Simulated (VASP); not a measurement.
Here is a VASP 6.6.1 calculation.

Contents of INCAR:

```
SYSTEM = TiH
PREC = Accurate
ENCUT = 500
EDIFF = 1E-6
ISMEAR = -1
SIGMA = 0.1
LREAL = .False.
LASPH = .True.
NELM = 120
ALGO = Normal
ISIF = 2
LWAVE = .False.
LCHARG = .True.
GGA = PS
LELF = .True.
LVHAR = .True.
NBANDS = 14
GGA_COMPAT = .False.
```

The input KPOINTS:

```
regular mesh
0
Gamma
  17 17 17
  0 0 0
```

The input POSCAR:

```
TiH
1.0
    0.0000000000      1.9630027536      1.9630027536
    1.9630027536      0.0000000000      1.9630027536
    1.9630027536      1.9630027536      0.0000000000
Ti H
1 1
Direct
    0.0000000000      0.0000000000      0.0000000000
    0.2500000000      0.2500000000      0.2500000000
```

Potentials or basis: VASP PAW PBE potentials, release 64 (Ti_sv, H).

Run with:

```console
$ cat potpaw_PBE.64/Ti_sv/POTCAR potpaw_PBE.64/H/POTCAR > POTCAR
$ mpirun -np 1 vasp_std > vasp.out
```

(1) Estimate the pressure.

(2) Predict the band gap on the k mesh.

Answers

(1) 59.4 GPa.

(2) zero (an odd number of electrons rules out a gap without spin polarisation).

Caveat: the cell stands under pressure; the PAW data sets were made with another functional, which shifts forces and pressure a little; an odd number of electrons without spin polarisation forces a metal; a magnetic or distorted state may lie lower.
